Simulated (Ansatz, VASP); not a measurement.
## Al6N: VASP beside Ansatz

```
Al N
1.0
     5.71430    0.00000    0.00000
    -2.85715    4.94873    0.00000
     0.00000    0.00000   22.60164
Al N
12 2
Cartesian
  1.4286 0.8248 4.0000
  0.0000 3.2992 4.0000
  4.2857 0.8248 4.0000
  2.8572 3.2992 4.0000
  0.0000 1.6496 6.3009
  -1.4286 4.1239 6.3009
  2.8572 1.6496 6.3009
  1.4286 4.1239 6.3009
  0.0000 0.0000 8.6016
  -1.4286 2.4744 8.6016
  2.8572 0.0000 8.6016
  1.4286 2.4744 8.6016
  0.9286 2.4744 10.3616
  1.9286 2.4744 10.3616
```

Alike in both runs: task single point; functional PBE; k mesh 6 × 6 × 1; occupations gaussian, width 0.1 eV; no spin polarisation.

```csv
,VASP,Ansatz
version,VASP 6.6.1,Ansatz 0.2.0
potentials or method,"VASP PAW PBE potentials, release 64 (Al, N), cutoff 520 eV","scalar-relativistic, plane waves, PAW"
valence electrons in the cell,46,46
```

Ansatz gave:

```
gap on the k mesh at the Fermi level (eV)  : none
rms of the force components (eV/Å)         : 6.356
work function, face that differs most (eV) : 4.03
```

Task: Estimate VASP's values.

Result: gap on the k mesh at the Fermi level (eV): none; rms of the force components (eV/Å): 7.548; work function, face that differs most (eV): 4.03.

Atom by atom the forces differ by 1.210 eV/Å (rms over components). A gap of «none» marks a metal or a gap that the smearing closes.

Noted on VASP's run: the standard files for N, O and F lose accuracy on very short bonds.
